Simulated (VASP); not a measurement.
BeTe: single point with r2SCAN

Crystal: BeTe.

```xyz
2
Lattice="0.0000 2.7386 2.7386 2.7386 0.0000 2.7386 2.7386 2.7386 0.0000" Properties=species:S:1:pos:R:3 pbc="T T T"
Be    0.0000    0.0000    0.0000
Te    4.1079    4.1079    4.1079
```

* Program: VASP 6.6.1
* Task: single point
* Functional: r2SCAN
* Potentials or basis: VASP PAW PBE potentials, release 64 (Be, Te)
* Cutoff: 520 eV
* k mesh: 8 × 8 × 8
* Occupations: gaussian, width 0.01 eV
* Spin: no spin polarisation

```
Pressure               : 7.2 GPa
Band gap on the k mesh : 2.11 eV, indirect (least direct gap 3.91 eV)
```

Levels at points of the mesh, in eV from the valence-band top:
```tsv
k point	band 1	band 2	band 3	band 4	band 5	band 6	band 7	band 8	band 9
(0.00, 0.00, 0.00)	-13.41	0.00	0.00	0.00	3.91	3.91	3.91	5.19	9.18
(0.50, 0.00, 0.00)	-11.73	-6.35	-1.33	-1.33	3.79	4.95	4.95	8.44	12.21
(0.50, 0.50, 0.00)	-11.10	-5.84	-3.09	-3.09	2.11	2.85	11.12	11.12	13.06
```

Wall time 64 s on 1 thread of Intel(R) Xeon(R) Platinum 8375C CPU @ 2.90GHz (Ice Lake) (shared host), peak memory 0.17 GiB.

Caveat: the PAW data sets were made with another functional, which shifts forces and pressure a little; spin-orbit coupling is left out, which moves the levels of the heavy elements. A k mesh can miss the band edges.
